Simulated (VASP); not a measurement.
Wanted: the native input for a VASP 6.6.1 run.

- Task: single point
- Functional: r2SCAN
- Potentials or basis: VASP PAW PBE potentials, release 64 (Cs_sv, I)
- Cutoff: 550 eV
- k mesh: 6 × 6 × 6
- Occupations: gaussian, width 0.05 eV
- Spin: no spin polarisation
- Dipole correction: no
- Further INCAR settings: ALGO = Normal; EDIFF = 1e-06; NBANDS = 15

Crystal: CsI.

```
Cs I
1.0
     4.56670    0.00000    0.00000
     0.00000    4.56670    0.00000
     0.00000    0.00000    4.52103
Cs I
1 1
Direct
  0.00000 0.00000 0.00000
  0.50000 0.50000 0.50000
```

This cell differs from its parent crystal: strain -0.0100 x Voigt [0, 0, 1, 0, 0, 0].

These files were run (other wordings do the same):

POSCAR

```
CsI
1.0
    4.5667000000      0.0000000000      0.0000000000
    0.0000000000      4.5667000000      0.0000000000
    0.0000000000      0.0000000000      4.5210330000
Cs I
1 1
Direct
    0.0000000000      0.0000000000      0.0000000000
    0.5000000000      0.5000000000      0.5000000000
```

INCAR.step1

```
PREC     = Accurate       # precision mode
ENCUT    = 550            # plane-wave cutoff, eV
ISMEAR   = 0              # smearing method
SIGMA    = 0.05           # smearing width, eV
LREAL    = False          # projectors in reciprocal space
LASPH    = True           # aspherical terms in the spheres
NELM     = 120            # most SCF steps
NBANDS   = 15             # bands
GGA      = PE             # functional
ALGO     = Normal         # electronic algorithm
EDIFF    = 1E-5           # SCF threshold, eV
LWAVE    = True           # write WAVECAR
LCHARG   = False          # write CHGCAR
GGA_COMPAT= False
```

INCAR.step2

```
PREC     = Accurate       # precision mode
ENCUT    = 550            # plane-wave cutoff, eV
EDIFF    = 1E-6           # SCF threshold, eV
ISMEAR   = 0              # smearing method
SIGMA    = 0.05           # smearing width, eV
LREAL    = False          # projectors in reciprocal space
LASPH    = True           # aspherical terms in the spheres
NELM     = 120            # most SCF steps
ALGO     = Normal         # electronic algorithm
ISIF     = 2              # what is computed and relaxed
LWAVE    = False          # write WAVECAR
LCHARG   = True           # write CHGCAR
METAGGA  = R2SCAN         # meta-GGA
LMIXTAU  = True         
LELF     = True           # ELF
LVHAR    = True         
NBANDS   = 15             # bands
ISTART   = 1            
GGA_COMPAT= False
```

KPOINTS

```
Automatic mesh
0
Gamma
  6 6 6
```

Potentials or basis: VASP PAW PBE potentials, release 64 (Cs_sv, I).

Command:

```sh
$ cat potpaw_PBE.64/Cs_sv/POTCAR potpaw_PBE.64/I/POTCAR > POTCAR
$ cp INCAR.step1 INCAR
$ mpirun -np 1 vasp_std > vasp.out
$ cp INCAR.step2 INCAR
$ mpirun -np 1 vasp_std > vasp.out
```

It gave:

The pressure is 0.6 GPa and the band gap on the k mesh is 4.55 eV (least direct gap 4.63 eV).

Caveat: the cell differs from its parent crystal (strain -0.0100 x Voigt [0, 0, 1, 0, 0, 0]); the PAW data sets were made with another functional, which shifts forces and pressure a little; spin-orbit coupling is left out, which moves the levels of the heavy elements.

Run time: 77 s on 1 thread of Intel(R) Xeon(R) 6975P-C (Granite Rapids), on a shared host, peak memory 0.25 GiB.
